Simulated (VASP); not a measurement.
# Sc2Si3 (Amm2) in VASP: further runs

Sc2Si3 is run at these levels: PBE; tasks: single point.

Program: VASP 6.6.1. These are calculated values, not measurements. Logs are shortened: lines on timing, memory, paths and dates and some standing lists are left out, and cuts for length are marked.

## Step 1: The cell of the first run

The typed cell holds 5 atoms: a = 6.405 Å, b = 4.077 Å, c = 4.077 Å, α = 60.09°, β = 90.00°, γ = 90.00°.

## Step 2: Single point, PBE

INCAR reads:

```
SYSTEM = Sc2Si3
  ALGO = Normal
  EDIFF = 1E-7
  ENCUT = 520
  GGA = PE
  ISIF = 2
  ISMEAR = 1
  LASPH = .TRUE.
  LCHARG = .FALSE.
  LREAL = .FALSE.
  LWAVE = .FALSE.
  NBANDS = 25
  NELM = 100
  PREC = Accurate
  SIGMA = 0.05
```

KPOINTS reads:

```
k-points
0
G
  6 10 10
  0 0 0
```

POSCAR reads:

```
Sc2Si3
1.0
    6.4045930000      0.0000000000      0.0000000000
    0.0000000000      2.0413065223      3.5290963685
    0.0000000000     -2.0413065223      3.5290963685
Sc Si
2 3
Direct
    0.2362180000      0.0000380000      0.0000380000
    0.7637820000      0.0000380000      0.0000380000
    0.5000000000      0.3331795000      0.3331795000
    0.0000000000      0.3333970000      0.3333970000
    0.5000000000      0.6666550000      0.6666550000
```

Potentials or basis: VASP PAW PBE potentials, release 64 (Sc_sv, Si).

Started as:

```sh
> cat potpaw_PBE.64/Sc_sv/POTCAR potpaw_PBE.64/Si/POTCAR > POTCAR
> mpirun -np 1 vasp_std > vasp.out
```

OUTCAR:

```text
SYSTEM = Sc2Si3
   EDIFF = 1E-7
   ENCUT = 520
   GGA = PE
   ISIF = 2
   ISMEAR = 1
   LASPH = .TRUE.
   LREAL = .FALSE.
   NELM = 100
   PREC = Accurate

 ion  position               nearest neighbor table
   1  0.236  0.000  0.000-   4 2.80   4 2.80   4 2.80   3 2.90   5 2.90   5 2.90   5 2.90   3 2.90
                             3 2.90   2 3.03   2 3.38
   2  0.764  0.000  0.000-   4 2.80   4 2.80   4 2.80   3 2.90   5 2.90   5 2.90   5 2.90   3 2.90
                             3 2.90   1 3.03   1 3.38
   3  0.500  0.333  0.333-   5 2.35   5 2.36   5 2.36   2 2.90   1 2.90   2 2.90   1 2.90   2 2.90
                             1 2.90
   4  0.000  0.333  0.333-   1 2.80   2 2.80   1 2.80   2 2.80   1 2.80   2 2.80
   5  0.500  0.667  0.667-   3 2.35   3 2.36   3 2.36   2 2.90   1 2.90   1 2.90   2 2.90   1 2.90
                             2 2.90

  LATTYP: Found a base centered orthorhombic cell.
 ALAT       =     4.0826130446
 B/A-ratio  =     1.7288419598
 C/A-ratio  =     1.5687484780

  Lattice vectors:

 A1 = (   0.0000000000,   2.0413065223,  -3.5290963685)
 A2 = (   0.0000000000,   2.0413065223,   3.5290963685)
 A3 = (   6.4045930000,   0.0000000000,   0.0000000000)

Analysis of symmetry for initial positions (statically):
=====================================================================
 Subroutine PRICEL returns:
 Original cell was already a primitive cell.

 Routine SETGRP: Setting up the symmetry group for a
 base centered orthorhombic supercell.

 Subroutine GETGRP returns: Found  4 space group operations
 (whereof  4 operations were pure point group operations)
 out of a pool of  8 trial point group operations.

The static configuration has the point symmetry C_2v.

Analysis of symmetry for dynamics (positions and initial velocities):
=====================================================================
 Subroutine PRICEL returns:
 Original cell was already a primitive cell.

 Routine SETGRP: Setting up the symmetry group for a
 base centered orthorhombic supercell.

 Subroutine GETGRP returns: Found  4 space group operations
 (whereof  4 operations were pure point group operations)
 out of a pool of  8 trial point group operations.

The dynamic configuration has the point symmetry C_2v.

 Subroutine INISYM returns: Found  4 space group operations
 (whereof  4 operations are pure point group operations),
 and found     1 'primitive' translations

----------------------------------------------------------------------------------------
[... 97 lines left out ...]
   ENCUT  =  520.0 eV  38.22 Ry    6.18 a.u.  11.91  7.58  7.58*2*pi/ulx,y,z
   NELM   =    100;   NELMIN=  2; NELMDL= -5     # of ELM steps
   EDIFF  = 0.1E-06   stopping-criterion for ELM
   LREAL  =      F    real-space projection
   EDIFFG = 0.1E-05   stopping-criterion for IOM
   NSW    =      0    number of steps for IOM
   IBRION =     -1    ionic relax: 0-MD 1-quasi-New 2-CG
   NFREE  =      0    steps in history (QN), initial steepest desc. (CG)
   ISIF   =      2    stress and relaxation
   ISYM   =      2    0-nonsym 1-usesym 2-fastsym
   POTIM  = 0.5000    time-step for ionic-motion
   TEBEG  =    0.0;   TEEND  =   0.0 temperature during run
   PSTRESS=    0.0 pullay stress
   NELECT =      34.0000    total number of electrons
   NUPDOWN=      -1.0000    fix difference up-down
   EMIN   =  10.00;   EMAX   =-10.00  energy-range for DOS
   EFERMI =   0.00;   METHOD = LEGACY
   ISMEAR =     1;   SIGMA  =   0.05  broadening in eV -4-tet -1-fermi 0-gaus
   EFERMI_NEDOS =   21; number of points for ismear=-14 and -15
   IALGO  =     38    algorithm
   IMIX   =      4    mixing-type and parameters
     AMIX     =   0.40;   BMIX     =  1.00
     AMIX_MAG =   1.60;   BMIX_MAG =  1.00
  volume/ion in A,a.u.               =      18.46       124.54
  Fermi-wavevector in a.u.,A,eV,Ry     =   1.173645  2.217867 18.741241  1.377442
  Thomas-Fermi vector in A             =   2.310055
   LORBIT       =      0    0 simple, 1 ext, 2 COOP (PROOUT), +10 PAW based schemes
   GGA     = PE    functional components
   LHFCALC =     F    Hartree Fock is set to
   AEXX    =    0.0000 exact exchange contribution
   IVDW    =     0    specifies the selected vdW correction
   LEPSILON=     F    determine dielectric tensor
   LRPA    =     F    only Hartree local field effects (RPA)
 non-spin polarized calculation
 Methfessel and Paxton  Order N= 1 SIGMA  =   0.05
  energy-cutoff  :      520.00
  volume of cell :       92.28
 maximum number of plane-waves:      2506
 NGX is ok and might be reduce to    48
   NGX = 23   NGY = 15   NGZ = 15

 number of electron      34.0000003 magnetization

 Free energy of the ion-electron system (eV)
  ---------------------------------------------------
  ext. energy  EPLUGINS =         0.00000000
  ---------------------------------------------------
  free energy    TOTEN  =       -30.72118035 eV

  energy without entropy =      -30.72076560  energy(sigma->0) =      -30.72104210

 E-fermi :   6.2801     XC(G=0): -10.4229

 val. band max:        6.2771944604   @ k =   0.1667   0.5000   0.3000
 cond. band min:       6.2806914676   @ k =   0.1667  -0.4000   0.4000
 fundamental gap:      0.0034970071
 Fermi energy:         6.2801101362

 k-point     1 :       0.0000    0.0000    0.0000
  band No.  band energies     occupation
      1     -42.8813      2.00000
      2     -42.8497      2.00000
      3     -21.6488      2.00000
      4     -21.5583      2.00000
      5     -21.5583      2.00000
      6     -21.5225      2.00000
[... 661 lines left out ...]
     24       9.1041      0.00000
     25       9.1415      0.00000

 [... further k-points ...]
[... 5 lines left out ...]
  --------------------------------------------------------------------------------------
  -------------------------------------------------------------------------------------
  Total        0.2305519     -0.3130931     -0.3400517      0.0000000      0.0000000      0.0000000
  in kB        4.0030048     -5.4361415     -5.9042156      0.0000000      0.0000000      0.0000000
  external PRESSURE =      -2.4457841 kB  Pullay stress =       0.0000000 kB

 VOLUME and BASIS-vectors are now :
 -----------------------------------------------------------------------------
  energy-cutoff  :      520.00
  volume of cell :       92.28
      direct lattice vectors                 reciprocal lattice vectors
     6.404593000  0.000000000  0.000000000     0.156137947  0.000000000  0.000000000
     0.000000000  2.041306522  3.529096368     0.000000000  0.244941166  0.141679327
     0.000000000 -2.041306522  3.529096368     0.000000000 -0.244941166  0.141679327

 POSITION                                       TOTAL-FORCE (eV/Angst)
 -----------------------------------------------------------------------------------
      1.51288      0.00000      0.00027         0.049009      0.000000     -0.008147
      4.89171      0.00000      0.00027        -0.049009      0.000000     -0.008147
      3.20230      0.00000      2.35165         0.000000      0.000000     -0.004952
      0.00000      0.00000      2.35318         0.000000      0.000000      0.008899
      3.20230      0.00000      4.70538         0.000000      0.000000      0.012346
 -----------------------------------------------------------------------------------
    total drift:                                0.000000     -0.000000      0.000002

  FREE ENERGIE OF THE ION-ELECTRON SYSTEM (eV)
  ---------------------------------------------------
  free  energy   TOTEN  =       -30.7211803516 eV

  energy  without entropy=      -30.7207655962  energy(sigma->0) =      -30.72104210
```

OSZICAR:

```text
N       E                     dE             d eps       ncg     rms          rms(c)
DAV:   1     0.416877580794E+03    0.41688E+03   -0.15148E+04  6224   0.131E+03
DAV:   2    -0.438163544984E+00   -0.41732E+03   -0.40889E+03  7800   0.493E+02
DAV:   3    -0.327824254557E+02   -0.32344E+02   -0.31264E+02 10228   0.151E+02
DAV:   4    -0.337214364401E+02   -0.93901E+00   -0.92826E+00 10152   0.224E+01
DAV:   5    -0.337367416878E+02   -0.15305E-01   -0.15267E-01  9872   0.327E+00    0.122E+01
DAV:   6    -0.308099418777E+02    0.29268E+01   -0.11900E+01  9665   0.284E+01    0.452E+00
DAV:   7    -0.307519419345E+02    0.58000E-01   -0.35150E-01 10046   0.459E+00    0.251E+00
DAV:   8    -0.307211046389E+02    0.30837E-01   -0.60437E-02  9887   0.162E+00    0.320E-01
DAV:   9    -0.307211459290E+02   -0.41290E-04   -0.55225E-03 10128   0.550E-01    0.204E-01
DAV:  10    -0.307212232412E+02   -0.77312E-04   -0.10835E-03 10568   0.327E-01    0.589E-02
DAV:  11    -0.307211884697E+02    0.34771E-04   -0.42973E-04  9608   0.196E-01    0.290E-02
DAV:  12    -0.307211805323E+02    0.79375E-05   -0.53943E-05  9472   0.648E-02    0.688E-03
DAV:  13    -0.307211802465E+02    0.28579E-06   -0.29224E-06 10112   0.169E-02    0.198E-03
DAV:  14    -0.307211804659E+02   -0.21941E-06   -0.52842E-07  8375   0.531E-03    0.107E-03
DAV:  15    -0.307211803434E+02    0.12252E-06   -0.79557E-08  5520   0.355E-03    0.556E-04
DAV:  16    -0.307211803516E+02   -0.82068E-08   -0.29371E-08  4800   0.161E-03
   1 F= -.30721180E+02 E0= -.30721042E+02  d E =-.414755E-03
```

Wall time 3.6 min (1 thread of AMD EPYC 9R45 (Zen 5), shared host); peak memory 0.33 GiB.

What came out:

* Free energy: -30.7212 eV
* Pressure: -0.2 GPa
* Largest force: 0.050 eV/Å
* Band gap on the k mesh: zero (bands 17 and 18 overlap by 1.34 eV)

Forces in eV/Å, atoms in the order of the input:
```
Sc   0.049  0.000 -0.008
Sc  -0.049  0.000 -0.008
Si   0.000  0.000 -0.005
Si   0.000  0.000  0.009
Si   0.000  0.000  0.012
```

Levels at points of the mesh, in eV from the Fermi level:
| k point | band 13 | band 14 | band 15 | band 16 | band 17 | band 18 | band 19 | band 20 | band 21 | band 22 |
| --- | --- | --- | --- | --- | --- | --- | --- | --- | --- | --- |
| (0.00, 0.00, 0.00) | -3.20 | -0.94 | -0.94 | -0.75 | -0.18 | 0.73 | 0.74 | 0.94 | 0.95 | 1.71 |
| (0.50, 0.00, 0.00) | -3.04 | -2.13 | -0.60 | -0.59 | -0.55 | -0.54 | -0.52 | 1.37 | 1.37 | 1.86 |
| (0.00, 0.50, 0.00) | -3.53 | -2.44 | -2.21 | -1.90 | -0.57 | 1.50 | 1.82 | 2.15 | 2.33 | 2.63 |
| (0.50, 0.50, 0.00) | -3.36 | -2.06 | -2.01 | -0.58 | -0.53 | -0.22 | 2.18 | 2.19 | 2.32 | 2.54 |
| (0.00, 0.50, 0.50) | -3.53 | -2.45 | -2.20 | -1.91 | -0.58 | 1.50 | 1.82 | 2.16 | 2.33 | 2.63 |
| (0.50, 0.50, 0.50) | -3.36 | -2.06 | -2.02 | -0.58 | -0.54 | -0.22 | 2.19 | 2.19 | 2.32 | 2.54 |

## Step 3: Single point, PBE

INCAR reads:

```
ALGO = Normal ; EDIFF = 1E-6
ENCUT = 520 ; GGA = PE
ISIF = 2 ; ISMEAR = 1
LASPH = True ; LCHARG = False
LREAL = False ; LWAVE = False
NBANDS = 25 ; NELM = 100
PREC = Accurate ; SIGMA = 0.05
```

KPOINTS reads:

```
k-points
0
Gamma
  7 12 12
```

POSCAR is that of step 2.

Potentials or basis: VASP PAW PBE potentials, release 64 (Sc_sv, Si).

Started as:

```sh
> cat potpaw_PBE.64/Sc_sv/POTCAR potpaw_PBE.64/Si/POTCAR > POTCAR
> mpirun -np 1 vasp_std > vasp.out
```

OUTCAR:

```text
EDIFF = 1E-6
   ENCUT = 520
   GGA = PE
   ISIF = 2
   ISMEAR = 1
   LASPH = True
   LREAL = False
   NELM = 100
   PREC = Accurate

 ion  position               nearest neighbor table
   1  0.236  0.000  0.000-   4 2.80   4 2.80   4 2.80   3 2.90   5 2.90   5 2.90   5 2.90   3 2.90
                             3 2.90   2 3.03   2 3.38
   2  0.764  0.000  0.000-   4 2.80   4 2.80   4 2.80   3 2.90   5 2.90   5 2.90   5 2.90   3 2.90
                             3 2.90   1 3.03   1 3.38
   3  0.500  0.333  0.333-   5 2.35   5 2.36   5 2.36   2 2.90   1 2.90   2 2.90   1 2.90   2 2.90
[... 883 lines left out ...]
  -------------------------------------------------------------------------------------
  Total        0.0723342     -0.1664316     -0.1021839      0.0000000      0.0000000      0.0000000
  in kB        1.2559173     -2.8897031     -1.7741891      0.0000000      0.0000000      0.0000000
  external PRESSURE =      -1.1359917 kB  Pullay stress =       0.0000000 kB

 VOLUME and BASIS-vectors are now :
 -----------------------------------------------------------------------------
  energy-cutoff  :      520.00
  volume of cell :       92.28
      direct lattice vectors                 reciprocal lattice vectors
     6.404593000  0.000000000  0.000000000     0.156137947  0.000000000  0.000000000
     0.000000000  2.041306522  3.529096368     0.000000000  0.244941166  0.141679327
     0.000000000 -2.041306522  3.529096368     0.000000000 -0.244941166  0.141679327

 POSITION                                       TOTAL-FORCE (eV/Angst)
 -----------------------------------------------------------------------------------
      1.51288      0.00000      0.00027         0.012421      0.000000     -0.006235
      4.89171      0.00000      0.00027        -0.012421      0.000000     -0.006235
      3.20230      0.00000      2.35165         0.000000      0.000000      0.001573
      0.00000      0.00000      2.35318         0.000000      0.000000      0.006697
      3.20230      0.00000      4.70538         0.000000      0.000000      0.004199
 -----------------------------------------------------------------------------------
    total drift:                                0.000000     -0.000000      0.000027

  FREE ENERGIE OF THE ION-ELECTRON SYSTEM (eV)
  ---------------------------------------------------
  free  energy   TOTEN  =       -30.7184092661 eV

  energy  without entropy=      -30.7185551189  energy(sigma->0) =      -30.71845788
```

OSZICAR:

```text
N       E                     dE             d eps       ncg     rms          rms(c)
DAV:   1     0.418089155979E+03    0.41809E+03   -0.15157E+04  8632   0.132E+03
DAV:   2     0.363612217574E+00   -0.41773E+03   -0.40874E+03 10704   0.492E+02
DAV:   3    -0.326614406202E+02   -0.33025E+02   -0.31794E+02 14201   0.150E+02
DAV:   4    -0.337390558241E+02   -0.10776E+01   -0.10513E+01 14128   0.231E+01
DAV:   5    -0.337548229204E+02   -0.15767E-01   -0.15746E-01 13696   0.335E+00    0.122E+01
DAV:   6    -0.308066793808E+02    0.29481E+01   -0.11755E+01 13297   0.284E+01    0.451E+00
DAV:   7    -0.307487980889E+02    0.57881E-01   -0.36516E-01 14022   0.460E+00    0.249E+00
DAV:   8    -0.307182962491E+02    0.30502E-01   -0.57390E-02 13328   0.160E+00    0.293E-01
DAV:   9    -0.307183903460E+02   -0.94097E-04   -0.66297E-03 14632   0.617E-01    0.217E-01
DAV:  10    -0.307184538788E+02   -0.63533E-04   -0.12743E-03 14648   0.355E-01    0.804E-02
DAV:  11    -0.307184218553E+02    0.32024E-04   -0.54833E-04 13184   0.216E-01    0.386E-02
DAV:  12    -0.307184098768E+02    0.11978E-04   -0.42102E-05 13056   0.602E-02    0.115E-02
DAV:  13    -0.307184092661E+02    0.61073E-06   -0.46415E-06 11608   0.154E-02
   1 F= -.30718409E+02 E0= -.30718458E+02  d E =0.145853E-03
```

Run time: 3.9 min. Hardware: 1 thread of AMD EPYC 9R45 (Zen 5), shared host; peak memory 0.4 GiB.

Results:

- Free energy: -30.7184 eV
- Pressure: -0.1 GPa
- Largest force: 0.014 eV/Å
- Band gap on the k mesh: zero (bands 17 and 18 overlap by 1.54 eV)

Forces in eV/Å, atoms in the order of the input:
```
Sc   0.012  0.000 -0.006
Sc  -0.012  0.000 -0.006
Si   0.000  0.000  0.002
Si   0.000  0.000  0.007
Si   0.000  0.000  0.004
```

Stress tensor (GPa, compression positive):
```
 0.13  0.00  0.00
 0.00 -0.29  0.00
 0.00  0.00 -0.18
```

Levels at points of the mesh, in eV from the Fermi level:
| k point | band 13 | band 14 | band 15 | band 16 | band 17 | band 18 | band 19 | band 20 | band 21 | band 22 |
| --- | --- | --- | --- | --- | --- | --- | --- | --- | --- | --- |
| (0.00, 0.00, 0.00) | -3.14 | -0.88 | -0.88 | -0.69 | -0.12 | 0.79 | 0.80 | 1.00 | 1.01 | 1.76 |
| (0.00, 0.50, 0.00) | -3.48 | -2.38 | -2.15 | -1.85 | -0.51 | 1.55 | 1.87 | 2.20 | 2.39 | 2.68 |
| (0.00, 0.50, 0.50) | -3.47 | -2.39 | -2.15 | -1.86 | -0.52 | 1.55 | 1.87 | 2.21 | 2.38 | 2.69 |

The gap in the log of VASP goes by the Fermi energy; the results here count the filled bands.